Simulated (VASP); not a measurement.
# C (R-3m) in VASP: further runs

Runs on C. Level: PBEsol. Tasks: single point.

Everything below comes from runs of VASP 6.6.1. Logs are shortened: lines on timing, memory, paths and dates and some standing lists are left out, and cuts for length are marked.

**1. The cell of the first run**

It takes space group R-3m (No. 166, trigonal). The conventional cell has a = 2.395 Å, b = 2.395 Å, c = 10.041 Å, α = 90.00°, β = 90.00°, γ = 120.00°. Within 1.8 Å of C (site symmetry 3m) lie 3 C at 1.38 Å.

**2. Single point, PBEsol (strain -0.025 along x and y, +0.000 along z)**

INCAR reads:

```
SYSTEM = C
ALGO = Normal
EDIFF = 1E-6
ENCUT = 520
GGA = PS
ISIF = 2
ISMEAR = 0
LASPH = .TRUE.
LCHARG = .FALSE.
LREAL = .FALSE.
LWAVE = .FALSE.
NBANDS = 11
NELM = 60
PREC = Accurate
SIGMA = 0.05
```

KPOINTS reads:

```
k-points
0
G
  15 15 15
  0 0 0
```

POSCAR reads:

```
C
1.0
    1.1973256878      0.6912763082      3.3470108394
   -1.1973256878      0.6912763082      3.3470108394
    0.0000000000     -1.3825526163      3.3470108394
C
2
Direct
    0.1640000000      0.1640000000      0.1640000000
    0.8360000000      0.8360000000      0.8360000000
```

Potentials or basis: VASP PAW PBE potentials, release 64 (C).

The run is started by

```sh
$ cat potpaw_PBE.64/C/POTCAR > POTCAR
$ mpirun -np 1 vasp_std > vasp.out
```

OUTCAR:

```text
SYSTEM = C
   EDIFF = 1E-6
   ENCUT = 520
   GGA = PS
   ISIF = 2
   ISMEAR = 0
   LASPH = .TRUE.
   LREAL = .FALSE.
   NELM = 60
   PREC = Accurate

 ion  position               nearest neighbor table
   1  0.164  0.164  0.164-   2 1.38   2 1.38   2 1.38
   2  0.836  0.836  0.836-   1 1.38   1 1.38   1 1.38

  LATTYP: Found a trigonal (rhomboedric) cell.
 ALAT       =     3.6213165142
 COS(alpha) =     0.7813640240

  Lattice vectors:

 A1 = (   1.1973256878,   0.6912763082,   3.3470108394)
 A2 = (  -1.1973256878,   0.6912763082,   3.3470108394)
 A3 = (   0.0000000000,  -1.3825526163,   3.3470108394)

Analysis of symmetry for initial positions (statically):
=====================================================================
 Subroutine PRICEL returns:
 Original cell was already a primitive cell.

 Routine SETGRP: Setting up the symmetry group for a
 trigonal (rhombohedral) supercell.

 Subroutine GETGRP returns: Found 12 space group operations
 (whereof 12 operations were pure point group operations)
 out of a pool of 12 trial point group operations.

The static configuration has the point symmetry D_3d.

Analysis of symmetry for dynamics (positions and initial velocities):
=====================================================================
 Subroutine PRICEL returns:
 Original cell was already a primitive cell.

 Routine SETGRP: Setting up the symmetry group for a
 trigonal (rhombohedral) supercell.

 Subroutine GETGRP returns: Found 12 space group operations
 (whereof 12 operations were pure point group operations)
 out of a pool of 12 trial point group operations.

The dynamic configuration has the point symmetry D_3d.

 Subroutine INISYM returns: Found 12 space group operations
 (whereof 12 operations are pure point group operations),
 and found     1 'primitive' translations

----------------------------------------------------------------------------------------

                                     Primitive cell

  volume of cell :      16.6216

  direct lattice vectors                    reciprocal lattice vectors
     1.197325688  0.691276308  3.347010839     0.417597321  0.241099926  0.099591352
    -1.197325688  0.691276308  3.347010839    -0.417597321  0.241099926  0.099591352
     0.000000000 -1.382552616  3.347010839     0.000000000 -0.482199852  0.099591352

  length of vectors
     3.621316514  3.621316514  3.621316514     0.492377025  0.492377025  0.492377025

  position of ions in fractional coordinates (direct lattice)
     0.164000000  0.164000000  0.164000000
     0.836000000  0.836000000  0.836000000

  ion indices of the primitive-cell ions
   primitive index   ion index
                 1           1
                 2           2

----------------------------------------------------------------------------------------

 KPOINTS: k-points

Automatic generation of k-mesh.
 Grid dimensions read from file:
 generate k-points for:   15   15   15

 Generating k-lattice:

  Cartesian coordinates                     Fractional coordinates (reciprocal lattice)
     0.027839821  0.016073328  0.006639423     0.066666667 -0.000000000 -0.000000000
    -0.027839821  0.016073328  0.006639423    -0.000000000  0.066666667 -0.000000000
     0.000000000 -0.032146657  0.006639423     0.000000000  0.000000000  0.066666667

  Length of vectors
     0.032825135  0.032825135  0.032825135

  Shift w.r.t. Gamma in fractional coordinates (k-lattice)
     0.000000000  0.000000000  0.000000000

 Subroutine IBZKPT returns following result:
 ===========================================

 Found    344 irreducible k-points:

 Following reciprocal coordinates:
            Coordinates               Weight
  0.000000  0.000000  0.000000      1.000000
  0.066667 -0.000000  0.000000      6.000000
  0.133333  0.000000 -0.000000      6.000000
  0.200000  0.000000  0.000000      6.000000
  0.266667  0.000000 -0.000000      6.000000
  0.333333  0.000000  0.000000      6.000000
[... 16 lines left out ...]
  0.133333  0.133333 -0.000000      6.000000
  0.200000  0.133333 -0.000000     12.000000
 [... further k-points ...]
   k-points           NKPTS =    344   k-points in BZ     NKDIM =    344   number of bands    NBANDS=     11
   number of dos      NEDOS =    301   number of ions     NIONS =      2
   total plane-waves  NPLWV =  21952
   dimension x,y,z NGX =    28 NGY =   28 NGZ =   28
   dimension x,y,z NGXF=    56 NGYF=   56 NGZF=   56
   ions per type =               2
   NGX,Y,Z   is equivalent  to a cutoff of  12.85, 12.85, 12.85 a.u.
   NGXF,Y,Z  is equivalent  to a cutoff of  25.71, 25.71, 25.71 a.u.
 SYSTEM =  C
   PREC   = accura    normal or accurate (medium, high low for compatibility)
   ISTART =      0    job   : 0-new  1-cont  2-samecut
   ICHARG =      2    charge: 1-file 2-atom 10-const
   ISPIN  =      1    spin polarized calculation?
   LNONCOLLINEAR =      F non collinear calculations
   LSORBIT =      F    spin-orbit coupling
   LASPH  =      T    aspherical Exc in radial PAW
   ENCUT  =  520.0 eV  38.22 Ry    6.18 a.u.   6.73  6.73  6.73*2*pi/ulx,y,z
   NELM   =     60;   NELMIN=  2; NELMDL= -5     # of ELM steps
   EDIFF  = 0.1E-05   stopping-criterion for ELM
   LREAL  =      F    real-space projection
   EDIFFG = 0.1E-04   stopping-criterion for IOM
   NSW    =      0    number of steps for IOM
   IBRION =     -1    ionic relax: 0-MD 1-quasi-New 2-CG
   NFREE  =      0    steps in history (QN), initial steepest desc. (CG)
   ISIF   =      2    stress and relaxation
   ISYM   =      2    0-nonsym 1-usesym 2-fastsym
   POTIM  = 0.5000    time-step for ionic-motion
   TEBEG  =    0.0;   TEEND  =   0.0 temperature during run
   PSTRESS=    0.0 pullay stress
   NELECT =       8.0000    total number of electrons
   NUPDOWN=      -1.0000    fix difference up-down
   EMIN   =  10.00;   EMAX   =-10.00  energy-range for DOS
   EFERMI =   0.00;   METHOD = LEGACY
   ISMEAR =     0;   SIGMA  =   0.05  broadening in eV -4-tet -1-fermi 0-gaus
   EFERMI_NEDOS =   21; number of points for ismear=-14 and -15
   IALGO  =     38    algorithm
   IMIX   =      4    mixing-type and parameters
     AMIX     =   0.40;   BMIX     =  1.00
     AMIX_MAG =   1.60;   BMIX_MAG =  1.00
  volume/ion in A,a.u.               =       8.31        56.08
  Fermi-wavevector in a.u.,A,eV,Ry     =   1.282963  2.424448 22.395100  1.645993
  Thomas-Fermi vector in A             =   2.415243
   LORBIT       =      0    0 simple, 1 ext, 2 COOP (PROOUT), +10 PAW based schemes
   GGA     = PS    functional components
   LHFCALC =     F    Hartree Fock is set to
   AEXX    =    0.0000 exact exchange contribution
   IVDW    =     0    specifies the selected vdW correction
   LEPSILON=     F    determine dielectric tensor
   LRPA    =     F    only Hartree local field effects (RPA)
 non-spin polarized calculation
 Gauss-broadening in eV      SIGMA  =   0.05
  energy-cutoff  :      520.00
  volume of cell :       16.62
 maximum number of plane-waves:       474
   NGX = 13   NGY = 13   NGZ = 13

 number of electron       8.0000000 magnetization

 Free energy of the ion-electron system (eV)
  ---------------------------------------------------
  ext. energy  EPLUGINS =         0.00000000
  ---------------------------------------------------
  free energy    TOTEN  =       -19.15567821 eV

  energy without entropy =      -19.15567821  energy(sigma->0) =      -19.15567821

 E-fermi :   5.0157     XC(G=0): -10.7436

 val. band max:        4.7761496301   @ k =  -0.3333   0.3333   0.0000
 cond. band min:       5.5199793865   @ k =  -0.3333   0.3333   0.0000
 fundamental gap:      0.7438297564
 Fermi energy:         5.0157303341

 k-point     1 :       0.0000    0.0000    0.0000
  band No.  band energies     occupation
      1     -15.1630      2.00000
      2      -2.0237      2.00000
      3       2.2618      2.00000
      4       2.2618      2.00000
      5       8.8028      0.00000
      6      14.0800      0.00000
      7      14.0800      0.00000
      8      17.6572      0.00000
      9      19.9389      0.00000
     10      28.7267      0.00000
     11      31.2096      0.00000

 k-point     2 :       0.0667   -0.0000    0.0000
  band No.  band energies     occupation
      1     -15.0500      2.00000
      2      -1.9060      2.00000
      3       1.8224      2.00000
      4       2.0173      2.00000
      5       8.9604      0.00000
      6      14.1482      0.00000
      7      14.5713      0.00000
      8      17.2392      0.00000
      9      20.1037      0.00000
     10      29.1093      0.00000
     11      30.5062      0.00000

 k-point     3 :       0.1333    0.0000   -0.0000
  band No.  band energies     occupation
      1     -14.7118      2.00000
      2      -1.5547      2.00000
      3       0.6495      2.00000
      4       1.4006      2.00000
      5       9.4307      0.00000
      6      14.2310      0.00000
      7      15.9195      0.00000
      8      16.1063      0.00000
      9      20.6161      0.00000
     10      28.5732      0.00000
     11      30.1088      0.00000

 k-point     4 :       0.2000    0.0000    0.0000
  band No.  band energies     occupation
      1     -14.1509      2.00000
      2      -1.0695      2.00000
      3      -0.8732      2.00000
      4       0.6344      2.00000
      5      10.1894      0.00000
      6      14.1090      0.00000
      7      14.5929      0.00000
      8      17.8733      0.00000
      9      21.3886      0.00000
     10      26.6092      0.00000
     11      29.2934      0.00000
[... 239 lines left out ...]
 k-point    22 :      -0.0667    0.0667    0.0000
  band No.  band energies     occupation
      1     -14.8285      2.00000
      2      -1.6358      2.00000
      3       1.0785      2.00000
      4       1.5256      2.00000
      5       9.2016      0.00000
      6      14.3364      0.00000
      7      15.3549      0.00000
      8      16.4584      0.00000
      9      20.4732      0.00000
     10      28.8487      0.00000
     11      29.8069      0.00000

 k-point    23 :       0.1333    0.1333   -0.0000
  band No.  band energies     occupation
      1     -14.6959      2.00000
      2      -1.6901      2.00000
      3       0.6634      2.00000
      4       1.3888      2.00000
      5       9.7186      0.00000
      6      14.2046      0.00000
      7      15.9215      0.00000
      8      16.0622      0.00000
      9      20.6466      0.00000
     10      28.2429      0.00000
     11      30.1239      0.00000

 k-point    24 :       0.2000    0.1333   -0.0000
  band No.  band energies     occupation
      1     -14.3520      2.00000
      2      -1.4016      2.00000
      3      -0.2025      2.00000
      4       0.7227      2.00000
      5      10.3158      0.00000
      6      14.4553      0.00000
      7      15.1107      0.00000
      8      16.7147      0.00000
      9      21.2894      0.00000
     10      26.5580      0.00000
     11      30.8339      0.00000

 [... further k-points ...]
[... 5 lines left out ...]
  --------------------------------------------------------------------------------------
  -------------------------------------------------------------------------------------
  Total        3.9826298      3.9826298      0.0648224      0.0000000      0.0000000     -0.0000000
  in kB      383.8912246    383.8912246      6.2483169      0.0000000      0.0000000     -0.0000000
  external PRESSURE =     258.0102553 kB  Pullay stress =       0.0000000 kB

 VOLUME and BASIS-vectors are now :
 -----------------------------------------------------------------------------
  energy-cutoff  :      520.00
  volume of cell :       16.62
      direct lattice vectors                 reciprocal lattice vectors
     1.197325688  0.691276308  3.347010839     0.417597321  0.241099926  0.099591352
    -1.197325688  0.691276308  3.347010839    -0.417597321  0.241099926  0.099591352
     0.000000000 -1.382552616  3.347010839     0.000000000 -0.482199852  0.099591352

 POSITION                                       TOTAL-FORCE (eV/Angst)
 -----------------------------------------------------------------------------------
      0.00000      0.00000      1.64673         0.000000      0.000000      0.843545
      0.00000      0.00000      8.39430         0.000000     -0.000000     -0.843545
 -----------------------------------------------------------------------------------
    total drift:                                0.000000     -0.000000      0.000000

  FREE ENERGIE OF THE ION-ELECTRON SYSTEM (eV)
  ---------------------------------------------------
  free  energy   TOTEN  =       -19.1556782088 eV

  energy  without entropy=      -19.1556782088  energy(sigma->0) =      -19.15567821
```

Wall time 2.2 min (1 thread of Intel Xeon 8259CL, shared host); peak memory 0.18 GiB.

Results:

```
Free energy   : -19.1557 eV
Pressure      : 25.8 GPa
Largest force : 0.844 eV/Å
```

Forces in eV/Å, atoms in the order of the input:
```
C    0.000  0.000  0.844
C    0.000  0.000 -0.844
```

Caveat: the cell differs from its parent crystal (strain -0.025 along x and y, +0.000 along z); the cell stands under pressure; this functional lacks dispersion, which binds the layers, so the pressure and a relaxed spacing across them are unreliable; the PAW data sets were made with another functional, which shifts forces and pressure a little.

**3. Single point, PBEsol (strain +0.000 along x and y, -0.025 along z)**

Edit INCAR of step 2 so:

```diff
@@ -12,3 +12,3 @@
 NBANDS = 11
-NELM = 60
+NELM = 80
 PREC = Accurate
```

KPOINTS is that of step 2.

POSCAR reads:

```
C
1.0
    1.2280263465      0.7090013417      3.2633355684
   -1.2280263465      0.7090013417      3.2633355684
    0.0000000000     -1.4180026834      3.2633355684
C
2
Direct
    0.1640000000      0.1640000000      0.1640000000
    0.8360000000      0.8360000000      0.8360000000
```

Potentials or basis: VASP PAW PBE potentials, release 64 (C).

The run is started by

```sh
$ cat potpaw_PBE.64/C/POTCAR > POTCAR
$ mpirun -np 1 vasp_std > vasp.out
```

Run time: 2.2 min. Hardware: 1 thread of Intel Xeon 8259CL, shared host; peak memory 0.19 GiB.

The run converged. Its results:

```yaml
Free_energy: -19.2585 eV
Pressure: 2.1 GPa
Largest_force: 0.831 eV/Å
```

Forces on the atoms (eV/Å):
```
C    0.000  0.000  0.831
C    0.000  0.000 -0.831
```

Stress tensor (GPa, compression positive):
```
2.37 0.00 0.00
0.00 2.37 0.00
0.00 0.00 1.64
```

Caveat: the cell differs from its parent crystal (strain +0.000 along x and y, -0.025 along z); this functional lacks dispersion, which binds the layers, so the pressure and a relaxed spacing across them are unreliable; the PAW data sets were made with another functional, which shifts forces and pressure a little.
